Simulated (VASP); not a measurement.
C, 8 atoms in the cell. Symmetry: P6_3/mmc, No. 194, hexagonal system. Conventional cell: a = 2.644 Å, b = 2.644 Å, c = 8.097 Å, α = 90.00°, β = 90.00°, γ = 120.00°. Within 2.0 Å of C (site symmetry 3m) lie 4 C at 1.51 to 1.61 Å. Within 2.0 Å of C (site symmetry 3m) lie 4 C at 1.53 to 1.61 Å.  This cell differs from its parent crystal: strain +0.050 along x and y, -0.025 along z.

| Quantity | Value |
| --- | --- |
| Program | VASP 6.6.1 |
| Task | single point |
| Functional | PBE |
| Potentials or basis | VASP PAW PBE potentials, release 64 (C) |
| Cutoff | 520 eV |
| k mesh | 12 × 12 × 4 |
| Occupations | gaussian, width 0.05 eV |
| Spin | no spin polarisation |
| Dipole correction | no |
| Further INCAR settings | ALGO = Normal; EDIFF = 1e-07; NBANDS = 26 |

Potentials or basis: VASP PAW PBE potentials, release 64 (C).

Run with:

```sh
$ cat potpaw_PBE.64/C/POTCAR > POTCAR
$ mpirun -np 1 vasp_std > vasp.out
```

Hardware: 1 thread of Intel(R) Xeon(R) 6975P-C (Granite Rapids), on a shared host.

**Question.** Estimate the wall time of this run.

**Answer.** Wall time 35 s on 1 thread of Intel(R) Xeon(R) 6975P-C (Granite Rapids) (shared host), peak memory 0.17 GiB. Counts: scf iterations 13, k points 57.
